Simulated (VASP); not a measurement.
# Al2BP3 (R-3m) in VASP: notebook

Runs on Al2BP3. Level: PBE. Tasks: single point, relaxation of cell and atoms.

Program: VASP 6.6.1. These are calculated values, not measurements. Logs are shortened: lines on timing, memory, paths and dates and some standing lists are left out, and cuts for length are marked.

## (1) The cell of the first run

The structure is trigonal, space group R-3m (No. 166). The conventional cell has a = 4.899 Å, b = 4.899 Å, c = 12.021 Å, α = 90.00°, β = 90.00°, γ = 120.00°. Within 3.7 Å of Al (site symmetry 3m) lie 9 P at 2.83 to 2.90 Å and 3 B at 2.86 Å and 4 Al at 2.97 to 3.11 Å. Within 3.2 Å of B (site symmetry -3m) lie 6 P at 2.45 Å and 6 Al at 2.86 Å. Within 3.2 Å of P (site symmetry 2/m) lie 4 P at 2.45 Å and 2 B at 2.45 Å and 6 Al at 2.83 to 2.90 Å.

The cell was generated, and may not be a known phase.

## (2) Single point, PBE

Input file INCAR:

```
  ALGO = Normal
  EDIFF = 1E-7
  ENCUT = 520
  GGA = PE
  ISIF = 2
  ISMEAR = 0
  LASPH = T
  LCHARG = T
  LELF = T
  LREAL = F
  LVHAR = T
  LWAVE = F
  NBANDS = 21
  NELM = 100
  PREC = Accurate
  SIGMA = 0.1
```

Input file KPOINTS:

```
k-points
0
Gamma
  6 6 6
```

Input file POSCAR:

```
Al2BP3
1.0
    2.4495637078      1.4142562661      4.0068355061
   -2.4495637078      1.4142562661      4.0068355061
    0.0000000000     -2.8285125321      4.0068355061
Al B P
2 1 3
Direct
    0.1294467157      0.1294467157      0.1294467157
    0.8705532843      0.8705532843      0.8705532843
    0.5000000000      0.5000000000      0.5000000000
    0.0000000000      0.5000000000      0.5000000000
    0.5000000000      0.0000000000      0.5000000000
    0.5000000000      0.5000000000      0.0000000000
```

Potentials or basis: VASP PAW PBE potentials, release 64 (Al, B, P).

Launch:

```
cat potpaw_PBE.64/Al/POTCAR potpaw_PBE.64/B/POTCAR potpaw_PBE.64/P/POTCAR > POTCAR
mpirun -np 1 vasp_std > vasp.out
```

OUTCAR:

```text
EDIFF = 1E-7
   ENCUT = 520
   GGA = PE
   ISIF = 2
   ISMEAR = 0
   LASPH = T
   LREAL = F
   NELM = 100
   PREC = Accurate

 ion  position               nearest neighbor table
   1  0.129  0.129  0.129-   4 2.83   5 2.83   6 2.83   4 2.90   5 2.90   4 2.90   5 2.90   6 2.90
                             6 2.90   2 2.97   2 2.97   2 2.97   2 3.11
   2  0.871  0.871  0.871-   4 2.83   5 2.83   6 2.83   5 2.90   4 2.90   4 2.90   5 2.90   6 2.90
                             6 2.90   1 2.97   1 2.97   1 2.97   1 3.11
   3  0.500  0.500  0.500-   6 2.45   6 2.45   4 2.45   5 2.45   5 2.45   4 2.45
   4  0.000  0.500  0.500-   6 2.45   6 2.45   5 2.45   5 2.45   3 2.45   3 2.45   1 2.83   2 2.83
                             2 2.90   1 2.90   1 2.90   2 2.90
   5  0.500  0.000  0.500-   6 2.45   6 2.45   4 2.45   4 2.45   3 2.45   3 2.45   1 2.83   2 2.83
                             2 2.90   1 2.90   2 2.90   1 2.90
   6  0.500  0.500  0.000-   4 2.45   5 2.45   5 2.45   4 2.45   3 2.45   3 2.45   1 2.83   2 2.83
                             2 2.90   1 2.90   2 2.90   1 2.90

  LATTYP: Found a trigonal (rhomboedric) cell.
 ALAT       =     4.9046114951
 COS(alpha) =     0.5011175225

  Lattice vectors:

 A1 = (   2.4495637078,   1.4142562661,   4.0068355061)
 A2 = (  -2.4495637078,   1.4142562661,   4.0068355061)
 A3 = (   0.0000000000,  -2.8285125321,   4.0068355061)

Analysis of symmetry for initial positions (statically):
=====================================================================
 Subroutine PRICEL returns:
 Original cell was already a primitive cell.

 Routine SETGRP: Setting up the symmetry group for a
 trigonal (rhombohedral) supercell.

 Subroutine GETGRP returns: Found 12 space group operations
 (whereof 12 operations were pure point group operations)
 out of a pool of 12 trial point group operations.

The static configuration has the point symmetry D_3d.

Analysis of symmetry for dynamics (positions and initial velocities):
=====================================================================
 Subroutine PRICEL returns:
 Original cell was already a primitive cell.

 Routine SETGRP: Setting up the symmetry group for a
 trigonal (rhombohedral) supercell.

 Subroutine GETGRP returns: Found 12 space group operations
 (whereof 12 operations were pure point group operations)
 out of a pool of 12 trial point group operations.

The dynamic configuration has the point symmetry D_3d.

 Subroutine INISYM returns: Found 12 space group operations
 (whereof 12 operations are pure point group operations),
 and found     1 'primitive' translations

----------------------------------------------------------------------------------------

                                     Primitive cell

  volume of cell :      83.2855

  direct lattice vectors                    reciprocal lattice vectors
     2.449563708  1.414256266  4.006835506     0.204117982  0.117847572  0.083191170
    -2.449563708  1.414256266  4.006835506    -0.204117982  0.117847572  0.083191170
     0.000000000 -2.828512532  4.006835506     0.000000000 -0.235695143  0.083191170

  length of vectors
     4.904611495  4.904611495  4.904611495     0.249945937  0.249945937  0.249945937

  position of ions in fractional coordinates (direct lattice)
     0.129446716  0.129446716  0.129446716
     0.870553284  0.870553284  0.870553284
     0.500000000  0.500000000  0.500000000
     1.000000000  0.500000000  0.500000000
     0.500000000  1.000000000  0.500000000
     0.500000000  0.500000000  0.000000000

  ion indices of the primitive-cell ions
   primitive index   ion index
                 1           1
                 2           2
                 3           3
                 4           4
                 5           5
                 6           6

----------------------------------------------------------------------------------------

 KPOINTS: k-points

Automatic generation of k-mesh.
 Grid dimensions read from file:
 generate k-points for:    6    6    6

 Generating k-lattice:

  Cartesian coordinates                     Fractional coordinates (reciprocal lattice)
     0.034019664  0.019641262  0.013865195     0.166666667  0.000000000 -0.000000000
    -0.034019664  0.019641262  0.013865195     0.000000000  0.166666667 -0.000000000
     0.000000000 -0.039282524  0.013865195    -0.000000000 -0.000000000  0.166666667

  Length of vectors
     0.041657656  0.041657656  0.041657656

  Shift w.r.t. Gamma in fractional coordinates (k-lattice)
     0.000000000  0.000000000  0.000000000

 Subroutine IBZKPT returns following result:
 ===========================================

 Found     32 irreducible k-points:

 Following reciprocal coordinates:
            Coordinates               Weight
  0.000000  0.000000  0.000000      1.000000
  0.166667  0.000000 -0.000000      6.000000
  0.333333  0.000000  0.000000      6.000000
  0.500000  0.000000  0.000000      3.000000
[... 99 lines left out ...]
[... 13 lines left out ...]
     20      15.0041      0.00000
     21      15.2074      0.00000

 k-point     3 :       0.3333    0.0000    0.0000
  band No.  band energies     occupation
      1      -5.8758      2.00000
      2      -3.0115      2.00000
      3       0.0277      2.00000
      4       1.1962      2.00000
      5       2.2935      2.00000
      6       3.2968      2.00000
[... 13 lines left out ...]
     20      15.2312      0.00000
     21      15.5246      0.00000

 k-point     4 :       0.5000    0.0000    0.0000
  band No.  band energies     occupation
      1      -5.2623      2.00000
      2      -4.0050      2.00000
      3      -0.1060      2.00000
      4       1.0168      2.00000
      5       2.3124      2.00000
      6       2.9453      2.00000
[... 13 lines left out ...]
     20      14.8865      0.00000
     21      15.6571      0.00000

 k-point     5 :       0.1667    0.1667   -0.0000
  band No.  band energies     occupation
      1      -6.4344      2.00000
      2      -1.2240      2.00000
      3       0.0764      2.00000
      4       1.5621      2.00000
      5       1.7691      2.00000
      6       3.0452      2.00000
[... 13 lines left out ...]
     20      14.9274      0.00000
     21      15.0137      0.00000

 k-point     6 :       0.3333    0.1667    0.0000
  band No.  band energies     occupation
      1      -5.9775      2.00000
      2      -2.4889      2.00000
      3      -0.5433      2.00000
      4       1.2626      2.00000
      5       2.5310      2.00000
      6       2.7697      2.00000
[... 13 lines left out ...]
     20      14.0517      0.00000
     21      15.2230      0.00000

 k-point     7 :       0.5000    0.1667    0.0000
  band No.  band energies     occupation
      1      -5.2377      2.00000
      2      -3.7937      2.00000
      3      -1.0064      2.00000
      4       1.3384      2.00000
      5       2.4208      2.00000
      6       3.0890      2.00000
[... 13 lines left out ...]
     20      14.3063      0.00000
     21      14.9654      0.00000
[... 291 lines left out ...]
      1      -5.6549      2.00000
      2      -2.6864      2.00000
      3      -0.7797      2.00000
      4      -0.1624      2.00000
      5       2.4484      2.00000
      6       3.0851      2.00000
[... 13 lines left out ...]
     20      14.0632      0.00000
     21      14.5198      0.00000

 k-point    21 :      -0.3333    0.3333    0.1667
  band No.  band energies     occupation
      1      -4.9778      2.00000
      2      -3.8717      2.00000
      3      -1.2265      2.00000
      4       0.2085      2.00000
      5       2.5411      2.00000
      6       3.6041      2.00000
[... 13 lines left out ...]
     20      13.9762      0.00000
     21      14.3512      0.00000

 k-point    22 :      -0.1667    0.3333    0.1667
  band No.  band energies     occupation
      1      -5.3346      2.00000
      2      -3.5227      2.00000
      3      -1.1953      2.00000
      4       1.0698      2.00000
      5       2.4082      2.00000
      6       3.1545      2.00000
[... 13 lines left out ...]
     20      14.0135      0.00000
     21      14.3911      0.00000

 k-point    23 :       0.5000    0.5000    0.1667
  band No.  band energies     occupation
      1      -5.3782      2.00000
      2      -3.0866      2.00000
      3      -0.6601      2.00000
      4      -0.3483      2.00000
      5       1.1889      2.00000
      6       3.1576      2.00000
[... 13 lines left out ...]
     20      14.2115      0.00000
     21      14.7332      0.00000

 k-point    24 :      -0.3333    0.5000    0.1667
  band No.  band energies     occupation
      1      -4.8640      2.00000
      2      -3.8610      2.00000
      3      -1.3532      2.00000
      4       0.0062      2.00000
      5       2.2354      2.00000
      6       3.1202      2.00000
[... 13 lines left out ...]
     20      13.9670      0.00000
     21      14.3849      0.00000

 [... further k-points ...]
[... 5 lines left out ...]
  --------------------------------------------------------------------------------------
  -------------------------------------------------------------------------------------
  Total       -0.2814901     -0.2814901      0.0096052      0.0000000      0.0000000      0.0000000
  in kB       -5.4150700     -5.4150700      0.1847775      0.0000000      0.0000000      0.0000000
  external PRESSURE =      -3.5484541 kB  Pullay stress =       0.0000000 kB

 VOLUME and BASIS-vectors are now :
 -----------------------------------------------------------------------------
  energy-cutoff  :      520.00
  volume of cell :       83.29
      direct lattice vectors                 reciprocal lattice vectors
     2.449563708  1.414256266  4.006835506     0.204117982  0.117847572  0.083191170
    -2.449563708  1.414256266  4.006835506    -0.204117982  0.117847572  0.083191170
     0.000000000 -2.828512532  4.006835506     0.000000000 -0.235695143  0.083191170

 POSITION                                       TOTAL-FORCE (eV/Angst)
 -----------------------------------------------------------------------------------
      0.00000      0.00000      1.55602        -0.000000      0.000000      0.008949
      0.00000      0.00000     10.46449        -0.000000     -0.000000     -0.008949
      0.00000      0.00000      6.01025         0.000000      0.000000      0.000000
     -1.22478     -0.70713      4.00684        -0.000000     -0.000000      0.000000
      1.22478     -0.70713      4.00684        -0.000000      0.000000      0.000000
      0.00000      1.41426      4.00684         0.000000     -0.000000      0.000000
 -----------------------------------------------------------------------------------
    total drift:                               -0.000000     -0.000000      0.000000

  FREE ENERGIE OF THE ION-ELECTRON SYSTEM (eV)
  ---------------------------------------------------
  free  energy   TOTEN  =       -25.9993963574 eV

  energy  without entropy=      -25.9941339510  energy(sigma->0) =      -25.99676515
```

It took 66 s on 1 thread of Intel Xeon 8259CL, shared host; peak memory 0.22 GiB.

Results:

```yaml
Free_energy: -25.9994 eV
Pressure: -0.4 GPa
Largest_force: 0.009 eV/Å
Band_gap_on_the_k_mesh: zero (bands 12 and 13 overlap by 2.04 eV)
```

Forces in eV/Å, atoms in the order of the input:
```
Al   0.000  0.000  0.009
Al   0.000  0.000 -0.009
B    0.000  0.000  0.000
P    0.000  0.000  0.000
P    0.000  0.000  0.000
P    0.000  0.000  0.000
```

Stress tensor (GPa, compression positive):
```
-0.54  0.00  0.00
 0.00 -0.54  0.00
 0.00  0.00  0.02
```

## (3) Single point, PBE

This run uses another cell than the first one, of 16.58 Å³/atom.

Input file INCAR:

```
SYSTEM = Al2BP3
ALGO = Normal
EDIFF = 1E-6
ENCUT = 520
GGA = PE
ISIF = 2
ISMEAR = 0
LASPH = .TRUE.
LCHARG = .FALSE.
LREAL = .FALSE.
LWAVE = .FALSE.
NBANDS = 21
NELM = 80
PREC = Accurate
SIGMA = 0.1
```

Input file KPOINTS:

```
k-points
0
G
  6 6 6
  0 0 0
```

Input file POSCAR:

```
Al2BP3
1.0
    2.5676728300      1.4824466000      4.3550327900
   -2.5676728300      1.4824466000      4.3550327900
    0.0000000000     -2.9648932000      4.3550327900
Al B P
2 1 3
Direct
    0.1246170000      0.1246170000      0.1246170000
    0.8753830000      0.8753830000      0.8753830000
    0.5000000000      0.5000000000      0.5000000000
    0.0000000000      0.5000000000      0.5000000000
    0.5000000000      0.0000000000      0.5000000000
    0.5000000000      0.5000000000      0.0000000000
```

Potentials or basis: VASP PAW PBE potentials, release 64 (Al, B, P).

Launch:

```
cat potpaw_PBE.64/Al/POTCAR potpaw_PBE.64/B/POTCAR potpaw_PBE.64/P/POTCAR > POTCAR
mpirun -np 1 vasp_std > vasp.out
```

Run time: 84 s. Hardware: 1 thread of Intel Xeon 8259CL, shared host; peak memory 0.26 GiB.

Results (log left out):

| Property | Result |
| --- | --- |
| Free energy | -25.4175 eV |
| Pressure | -9.6 GPa |
| Largest force | 0.135 eV/Å |
| Band gap on the k mesh | zero (bands 12 and 13 overlap by 2.04 eV) |

Forces on the atoms (eV/Å):
```
Al   0.000  0.000  0.135
Al   0.000  0.000 -0.135
B    0.000  0.000  0.000
P    0.000  0.000  0.000
P    0.000  0.000  0.000
P    0.000  0.000  0.000
```

Levels at points of the mesh, in eV from the Fermi level:
| k point | band 10 | band 11 | band 12 | band 13 | band 14 | band 15 |
| --- | --- | --- | --- | --- | --- | --- |
| (0.00, 0.00, 0.00) | -2.60 | -2.60 | -0.53 | -0.21 | -0.21 | -0.11 |
| (0.50, 0.00, 0.00) | -1.39 | -1.32 | -1.18 | -0.84 | -0.81 | 2.28 |
| (0.50, 0.50, 0.00) | -1.14 | -0.63 | -0.63 | -0.53 | -0.10 | 1.55 |
| (0.50, 0.50, 0.50) | -0.87 | -0.87 | -0.30 | -0.30 | -0.06 | 1.80 |

Caveat: the cell stands under tension.

## (4) Relaxation of cell and atoms, PBE

This run uses another cell than the first one, of 16.58 Å³/atom.

Input file INCAR:

```
PREC = Accurate
ENCUT = 600
EDIFF = 1E-7
ISMEAR = 0
SIGMA = 0.1
LREAL = False
LASPH = True
NELM = 60
ALGO = Normal
ISIF = 3
LWAVE = False
LCHARG = False
GGA = PE
IBRION = 2
NSW = 90
EDIFFG = -0.04
```

Input file KPOINTS:

```
regular mesh
0
Gamma
  6 6 6
```

POSCAR is that of step 3.

Launch:

```
cat potpaw_PBE.64/Al/POTCAR potpaw_PBE.64/B/POTCAR potpaw_PBE.64/P/POTCAR > POTCAR
mpirun -np 1 vasp_std > vasp.out
```

Wall time 11 min (1 thread of Intel Xeon 8259CL, shared host); peak memory 0.3 GiB.

Results (log left out):

```
Free energy                           : -26.0024 eV
Relaxed volume                        : 13.82 Å³/atom
Relaxed cell                          : a = 4.905 Å, b = 4.905 Å, c = 4.905 Å, α = 59.74°, β = 59.74°, γ = 59.74°
Space group after relaxing (to 0.1 Å) : R-3m (No. 166)
Energy gained by relaxing             : 97.3 meV/atom
Ionic steps                           : 10
Pressure after relaxing               : 0.0 GPa
Largest force after relaxing          : 0.015 eV/Å
Band gap on the k mesh                : zero (bands 12 and 13 overlap by 2.03 eV)
```

Forces on the atoms (eV/Å):
```
Al   0.000  0.000  0.015
Al   0.000  0.000 -0.015
B    0.000  0.000  0.000
P    0.000  0.000  0.000
P    0.000  0.000  0.000
P    0.000  0.000  0.000
```

Stress tensor (GPa, compression positive):
```
 0.13  0.00  0.00
 0.00  0.13  0.00
 0.00  0.00 -0.13
```

Step by step:
| step | energy change (eV) | largest force (eV/Å) | pressure (GPa) | volume (Å³) |
| --- | --- | --- | --- | --- |
| 1 | 0.0000 | 0.1354 | -9.56 | 99.46 |
| 2 | -0.5390 | 0.1679 | -2.00 | 85.89 |
| 3 | -0.5540 | 0.1773 | -0.16 | 83.77 |
| 4 | -0.5541 | 0.1780 | 0.11 | 83.47 |
| 5 | -0.5712 | 0.1369 | 0.07 | 83.19 |
| 6 | -0.5806 | 0.0954 | 0.05 | 82.75 |
| 7 | -0.5809 | 0.1016 | 0.03 | 82.84 |
| 8 | -0.5810 | 0.0998 | 0.04 | 82.82 |
| 9 | -0.5823 | 0.0770 | 0.04 | 82.85 |
| 10 | -0.5841 | 0.0150 | 0.05 | 82.95 |

Final structure:
```
Al B P
1.0
     2.44283    1.41037    4.01258
    -2.44283    1.41037    4.01258
     0.00000   -2.82074    4.01258
Al B P
2 1 3
Direct
  0.12916 0.12916 0.12916
  0.87084 0.87084 0.87084
  0.50000 0.50000 0.50000
  0.00000 0.50000 0.50000
  0.50000 0.00000 0.50000
  0.50000 0.50000 0.00000
```

Levels at points of the mesh, in eV from the Fermi level:
| k point | band 9 | band 10 | band 11 | band 12 | band 13 | band 14 | band 15 | band 16 |
| --- | --- | --- | --- | --- | --- | --- | --- | --- |
| (0.00, 0.00, 0.00) | -4.20 | -3.42 | -3.42 | -1.07 | -0.73 | -0.73 | 0.62 | 5.37 |
| (0.50, 0.00, 0.00) | -1.96 | -1.69 | -1.58 | -1.39 | -1.03 | -0.63 | 2.60 | 3.90 |
| (0.50, 0.50, 0.00) | -1.49 | -1.20 | -0.89 | -0.82 | -0.18 | 0.12 | 2.29 | 2.56 |
| (0.50, 0.50, 0.50) | -1.30 | -1.30 | -0.74 | -0.46 | -0.46 | -0.30 | 2.98 | 3.40 |

Caveat: the volume moved by over 15 % at a fixed basis, so the end points are rough.

## (5) Summary

```tsv
task	cell	cutoff (eV)	gap on the mesh (eV)	pressure (GPa)	largest force (eV/Å)
single point	a = 4.905 Å, angles 59.9°, 6 atoms, atomic positions A	520	none	-0.4	0.01
single point	a = 5.268 Å, angles 58.3°, 6 atoms, atomic positions B	520	none	-9.6	0.14
relaxation of cell and atoms	relaxed from a = 5.268 Å, angles 58.3°, 6 atoms, atomic positions B	600	none	0.0	0.02
```

Alike in all rows: level PBE; potentials or basis VASP PAW PBE potentials, release 64 (Al, B, P); no spin polarisation; k mesh 6 × 6 × 6; smearing gaussian 0.1 eV.

Caveats: the cell stands under tension (at least some runs); the volume moved by over 15 % at a fixed basis, so the end points are rough (at least some runs).

Total energies depend on the potentials used, so only differences within one code and one set of settings carry meaning.
